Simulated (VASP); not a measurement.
# Ga5Sb3As2 (I-4m2) in VASP: single point with PBE

Aim: the single point of Ga5Sb3As2 with PBE.

Everything below comes from runs of VASP 6.6.1. Logs are shortened: lines on timing, memory, paths and dates and some standing lists are left out, and cuts for length are marked.

## (1) The cell of the first run

The structure is tetragonal, space group I-4m2 (No. 119). The conventional cell has a = 4.266 Å, b = 4.266 Å, c = 30.112 Å, α = 90.00°, β = 90.00°, γ = 90.00°. Within 3.4 Å of Ga (site symmetry 2mm) lie 2 As at 2.54 Å and 2 Sb at 2.66 Å. Within 3.4 Å of Ga (site symmetry -4m2) lie 4 As at 2.54 Å. Ga (site symmetry 2mm) has 4 Sb at 2.66 Å within 3.5 Å. Within 3.5 Å of Sb (site symmetry 2mm) lie 4 Ga at 2.66 Å. Sb (site symmetry -4m2) has 4 Ga at 2.66 Å within 3.5 Å. As (site symmetry 2mm) has 4 Ga at 2.54 Å within 3.4 Å.

## (2) Single point, PBE

INCAR

```
  ALGO = Normal
  EDIFF = 1E-6
  ENCUT = 520
  GGA = PE
  ISIF = 2
  ISMEAR = 0
  LASPH = T
  LCHARG = T
  LELF = T
  LREAL = F
  LVHAR = T
  LWAVE = F
  NBANDS = 56
  NELM = 60
  PREC = Accurate
  SIGMA = 0.1
```

KPOINTS

```
k-points
0
Gamma
  6 6 6
```

POSCAR

```
Ga5Sb3As2
1.0
   -2.1327848000      2.1327848000     15.0562289000
    2.1327848000     -2.1327848000     15.0562289000
    2.1327848000      2.1327848000    -15.0562289000
Ga Sb As
5 3 2
Direct
    0.9082910000      0.9082910000      0.0000000000
    0.5000000000      0.5000000000      0.0000000000
    0.0917090000      0.0917090000      0.0000000000
    0.6972150000      0.6972150000      0.0000000000
    0.3027850000      0.3027850000      0.0000000000
    0.6445730000      0.1445730000      0.5000000000
    0.2500000000      0.7500000000      0.5000000000
    0.8554270000      0.3554270000      0.5000000000
    0.4542110000      0.9542110000      0.5000000000
    0.0457890000      0.5457890000      0.5000000000
```

Potentials or basis: VASP PAW PBE potentials, release 64 (Ga_d, Sb, As).

Command:

```sh
$ cat potpaw_PBE.64/Ga_d/POTCAR potpaw_PBE.64/Sb/POTCAR potpaw_PBE.64/As/POTCAR > POTCAR
$ mpirun -np 1 vasp_std > vasp.out
```

OUTCAR:

```text
EDIFF = 1E-6
   ENCUT = 520
   GGA = PE
   ISIF = 2
   ISMEAR = 0
   LASPH = T
   LREAL = F
   NELM = 60
   PREC = Accurate

 ion  position               nearest neighbor table
   1  0.908  0.908  0.000-   9 2.54   9 2.54   8 2.66   8 2.66
   2  0.500  0.500  0.000-   9 2.54  10 2.54  10 2.54   9 2.54
   3  0.092  0.092  0.000-  10 2.54  10 2.54   6 2.66   6 2.66
   4  0.697  0.697  0.000-   6 2.66   6 2.66   7 2.66   7 2.66
   5  0.303  0.303  0.000-   8 2.66   8 2.66   7 2.66   7 2.66
   6  0.645  0.145  0.500-   4 2.66   4 2.66   3 2.66   3 2.66
   7  0.250  0.750  0.500-   4 2.66   5 2.66   5 2.66   4 2.66
   8  0.855  0.355  0.500-   5 2.66   5 2.66   1 2.66   1 2.66
   9  0.454  0.954  0.500-   2 2.54   2 2.54   1 2.54   1 2.54
  10  0.046  0.546  0.500-   2 2.54   2 2.54   3 2.54   3 2.54

  LATTYP: Found a body centered tetragonal cell.
 ALAT       =     4.2655696000
 C/A-ratio  =     7.0594224509

  Lattice vectors:

 A1 = (  -2.1327848000,   2.1327848000,  15.0562289000)
 A2 = (   2.1327848000,  -2.1327848000,  15.0562289000)
 A3 = (   2.1327848000,   2.1327848000, -15.0562289000)

Analysis of symmetry for initial positions (statically):
=====================================================================
 Subroutine PRICEL returns:
 Original cell was already a primitive cell.

 Routine SETGRP: Setting up the symmetry group for a
 body centered tetragonal supercell.

 Subroutine GETGRP returns: Found  8 space group operations
 (whereof  8 operations were pure point group operations)
 out of a pool of 16 trial point group operations.

The static configuration has the point symmetry D_2d.

Analysis of symmetry for dynamics (positions and initial velocities):
=====================================================================
 Subroutine PRICEL returns:
 Original cell was already a primitive cell.

 Routine SETGRP: Setting up the symmetry group for a
 body centered tetragonal supercell.

 Subroutine GETGRP returns: Found  8 space group operations
 (whereof  8 operations were pure point group operations)
 out of a pool of 16 trial point group operations.

The dynamic configuration has the point symmetry D_2d.

 Subroutine INISYM returns: Found  8 space group operations
 (whereof  8 operations are pure point group operations),
 and found     1 'primitive' translations

----------------------------------------------------------------------------------------

                                     Primitive cell

  volume of cell :     273.9493

  direct lattice vectors                    reciprocal lattice vectors
    -2.132784800  2.132784800 15.056228900     0.000000000  0.234435279  0.033208847
     2.132784800 -2.132784800 15.056228900     0.234435279  0.000000000  0.033208847
     2.132784800  2.132784800-15.056228900     0.234435279  0.234435279  0.000000000

  length of vectors
    15.355375954 15.355375954 15.355375954     0.236775691  0.236775691  0.331541551

  position of ions in fractional coordinates (direct lattice)
     0.908291000  0.908291000  0.000000000
     0.500000000  0.500000000  0.000000000
     0.091709000  0.091709000  0.000000000
     0.697215000  0.697215000  0.000000000
     0.302785000  0.302785000  0.000000000
     0.644573000  0.144573000  0.500000000
     0.250000000  0.750000000  0.500000000
     0.855427000  0.355427000  0.500000000
     0.454211000  0.954211000  0.500000000
     0.045789000  0.545789000  0.500000000

  ion indices of the primitive-cell ions
   primitive index   ion index
                 1           1
                 2           2
                 3           3
                 4           4
                 5           5
                 6           6
                 7           7
                 8           8
                 9           9
                10          10

----------------------------------------------------------------------------------------

 KPOINTS: k-points

Automatic generation of k-mesh.
 Grid dimensions read from file:
 generate k-points for:    6    6    6

 Generating k-lattice:

  Cartesian coordinates                     Fractional coordinates (reciprocal lattice)
     0.000000000  0.039072547  0.005534808     0.166666667  0.000000000  0.000000000
     0.039072547  0.000000000  0.005534808     0.000000000  0.166666667  0.000000000
     0.039072547  0.039072547  0.000000000     0.000000000  0.000000000  0.166666667

  Length of vectors
     0.039462615  0.039462615  0.055256925

  Shift w.r.t. Gamma in fractional coordinates (k-lattice)
     0.000000000  0.000000000  0.000000000

 Subroutine IBZKPT returns following result:
 ===========================================

 Found     30 irreducible k-points:

 Following reciprocal coordinates:
            Coordinates               Weight
  0.000000  0.000000  0.000000      1.000000
  0.166667 -0.000000  0.000000      8.000000
  0.333333 -0.000000  0.000000      8.000000
  0.500000  0.000000 -0.000000      4.000000
  0.166667  0.166667  0.000000      8.000000
  0.333333  0.166667  0.000000     16.000000
[... 16 lines left out ...]
 -0.333333 -0.333333  0.166667      8.000000
 -0.166667 -0.333333  0.166667      8.000000
 [... further k-points ...]
   k-points           NKPTS =     30   k-points in BZ     NKDIM =     30   number of bands    NBANDS=     56
   number of dos      NEDOS =    301   number of ions     NIONS =     10
   total plane-waves  NPLWV = ******
   dimension x,y,z NGX =   120 NGY =  120 NGZ =  120
   dimension x,y,z NGXF=   240 NGYF=  240 NGZF=  240
   ions per type =               5   3   2
   NGX,Y,Z   is equivalent  to a cutoff of  12.99, 12.99, 12.99 a.u.
   NGXF,Y,Z  is equivalent  to a cutoff of  25.98, 25.98, 25.98 a.u.
 SYSTEM =  unknown system
   PREC   = accura    normal or accurate (medium, high low for compatibility)
   ISTART =      0    job   : 0-new  1-cont  2-samecut
   ICHARG =      2    charge: 1-file 2-atom 10-const
   ISPIN  =      1    spin polarized calculation?
   LNONCOLLINEAR =      F non collinear calculations
   LSORBIT =      F    spin-orbit coupling
   LASPH  =      T    aspherical Exc in radial PAW
   ENCUT  =  520.0 eV  38.22 Ry    6.18 a.u.  28.55 28.55 28.55*2*pi/ulx,y,z
   NELM   =     60;   NELMIN=  2; NELMDL= -5     # of ELM steps
   EDIFF  = 0.1E-05   stopping-criterion for ELM
   LREAL  =      F    real-space projection
   EDIFFG = 0.1E-04   stopping-criterion for IOM
   NSW    =      0    number of steps for IOM
   IBRION =     -1    ionic relax: 0-MD 1-quasi-New 2-CG
   NFREE  =      0    steps in history (QN), initial steepest desc. (CG)
   ISIF   =      2    stress and relaxation
   ISYM   =      2    0-nonsym 1-usesym 2-fastsym
   POTIM  = 0.5000    time-step for ionic-motion
   TEBEG  =    0.0;   TEEND  =   0.0 temperature during run
   PSTRESS=    0.0 pullay stress
   NELECT =      90.0000    total number of electrons
   NUPDOWN=      -1.0000    fix difference up-down
   EMIN   =  10.00;   EMAX   =-10.00  energy-range for DOS
   EFERMI =   0.00;   METHOD = LEGACY
   ISMEAR =     0;   SIGMA  =   0.10  broadening in eV -4-tet -1-fermi 0-gaus
   EFERMI_NEDOS =   21; number of points for ismear=-14 and -15
   IALGO  =     38    algorithm
   IMIX   =      4    mixing-type and parameters
     AMIX     =   0.40;   BMIX     =  1.00
     AMIX_MAG =   1.60;   BMIX_MAG =  1.00
  volume/ion in A,a.u.               =      27.39       184.87
  Fermi-wavevector in a.u.,A,eV,Ry     =   1.129620  2.134672 17.361586  1.276041
  Thomas-Fermi vector in A             =   2.266314
   LORBIT       =      0    0 simple, 1 ext, 2 COOP (PROOUT), +10 PAW based schemes
   GGA     = PE    functional components
   LHFCALC =     F    Hartree Fock is set to
   AEXX    =    0.0000 exact exchange contribution
   IVDW    =     0    specifies the selected vdW correction
   LEPSILON=     F    determine dielectric tensor
   LRPA    =     F    only Hartree local field effects (RPA)
 non-spin polarized calculation
 Gauss-broadening in eV      SIGMA  =   0.10
  energy-cutoff  :      520.00
  volume of cell :      273.95
 maximum number of plane-waves:      7412
 NGX is ok and might be reduce to   120
   NGX = 57   NGY = 57   NGZ = 57

 number of electron      90.0000006 magnetization

 Free energy of the ion-electron system (eV)
  ---------------------------------------------------
  ext. energy  EPLUGINS =         0.00000000
  ---------------------------------------------------
  free energy    TOTEN  =       -38.38556414 eV

  energy without entropy =      -38.38448294  energy(sigma->0) =      -38.38502354

 E-fermi :   4.2493     XC(G=0):  -9.0758

 val. band max:        4.2024209841   @ k =   0.0000   0.0000   0.0000
 cond. band min:       4.5289568670   @ k =   0.5000   0.0000  -0.0000
 fundamental gap:      0.3265358829
 Fermi energy:         4.2492968857

 k-point     1 :       0.0000    0.0000    0.0000
  band No.  band energies     occupation
      1     -10.8899      2.00000
      2     -10.8403      2.00000
      3     -10.8403      2.00000
      4     -10.8151      2.00000
      5     -10.8115      2.00000
      6     -10.7975      2.00000
[... 48 lines left out ...]
     55       7.2401      0.00000
     56       7.2401      0.00000

 k-point     2 :       0.1667   -0.0000    0.0000
  band No.  band energies     occupation
      1     -10.8879      2.00000
      2     -10.8491      2.00000
      3     -10.8398      2.00000
      4     -10.8129      2.00000
      5     -10.8054      2.00000
      6     -10.7956      2.00000
[... 48 lines left out ...]
     55       7.4785      0.00000
     56       7.5696      0.00000

 k-point     3 :       0.3333   -0.0000    0.0000
  band No.  band energies     occupation
      1     -10.8860      2.00000
      2     -10.8614      2.00000
      3     -10.8388      2.00000
      4     -10.8099      2.00000
      5     -10.8015      2.00000
      6     -10.7898      2.00000
[... 1172 lines left out ...]
 k-point    23 :      -0.3333   -0.3333    0.1667
  band No.  band energies     occupation
      1     -10.8868      2.00000
      2     -10.8581      2.00000
      3     -10.8361      2.00000
      4     -10.8116      2.00000
      5     -10.8018      2.00000
      6     -10.7952      2.00000
[... 48 lines left out ...]
     55       7.7162      0.00000
     56       8.2307      0.00000

 k-point    24 :      -0.1667   -0.3333    0.1667
  band No.  band energies     occupation
      1     -10.8879      2.00000
      2     -10.8491      2.00000
      3     -10.8398      2.00000
      4     -10.8129      2.00000
      5     -10.8054      2.00000
      6     -10.7957      2.00000
[... 48 lines left out ...]
     55       7.5733      0.00000
     56       7.7010      0.00000

 [... further k-points ...]
[... 5 lines left out ...]
  --------------------------------------------------------------------------------------
  -------------------------------------------------------------------------------------
  Total        0.3586478      0.3586478     -0.0396310      0.0000000      0.0000000      0.0000000
  in kB        2.0975314      2.0975314     -0.2317799      0.0000000      0.0000000      0.0000000
  external PRESSURE =       1.3210943 kB  Pullay stress =       0.0000000 kB

 VOLUME and BASIS-vectors are now :
 -----------------------------------------------------------------------------
  energy-cutoff  :      520.00
  volume of cell :      273.95
      direct lattice vectors                 reciprocal lattice vectors
    -2.132784800  2.132784800 15.056228900     0.000000000  0.234435279  0.033208847
     2.132784800 -2.132784800 15.056228900     0.234435279  0.000000000  0.033208847
     2.132784800  2.132784800-15.056228900     0.234435279  0.234435279  0.000000000

 POSITION                                       TOTAL-FORCE (eV/Angst)
 -----------------------------------------------------------------------------------
      0.00000      0.00000     27.35087        -0.000000      0.000000     -0.004081
      0.00000      0.00000     15.05623        -0.000000      0.000000      0.000000
      0.00000      0.00000      2.76158        -0.000000      0.000000      0.004081
      0.00000      0.00000     20.99486        -0.000000      0.000000     -0.000608
      0.00000      0.00000      9.11760        -0.000000      0.000000      0.000608
      0.00000      2.13278      4.35345         0.000000     -0.000000     -0.005066
      2.13278     -0.00000      7.52811        -0.000000      0.000000      0.000000
     -0.00000      2.13278     10.70278         0.000000     -0.000000      0.005066
      2.13278      0.00000     13.67741        -0.000000      0.000000     -0.001712
      2.13278      0.00000      1.37882        -0.000000      0.000000      0.001712
 -----------------------------------------------------------------------------------
    total drift:                                0.000001     -0.000001     -0.000000

  FREE ENERGIE OF THE ION-ELECTRON SYSTEM (eV)
  ---------------------------------------------------
  free  energy   TOTEN  =       -38.3855641357 eV

  energy  without entropy=      -38.3844829426  energy(sigma->0) =      -38.38502354
```

Run time: 59 min. Hardware: 1 thread of Intel Xeon 6975P-C (Granite Rapids), shared host; peak memory 2.6 GiB.

What came out:

```
Free energy            : -38.3856 eV
Pressure               : 0.1 GPa
Largest force          : 0.005 eV/Å
Band gap on the k mesh : zero (filled and empty bands touch)
```

Forces on the atoms (eV/Å):
```
Ga   0.000  0.000 -0.004
Ga   0.000  0.000  0.000
Ga   0.000  0.000  0.004
Ga   0.000  0.000 -0.001
Ga   0.000  0.000  0.001
Sb   0.000  0.000 -0.005
Sb   0.000  0.000  0.000
Sb   0.000  0.000  0.005
As   0.000  0.000 -0.002
As   0.000  0.000  0.002
```

Caveat: spin-orbit coupling is left out, which moves the levels of the heavy elements.
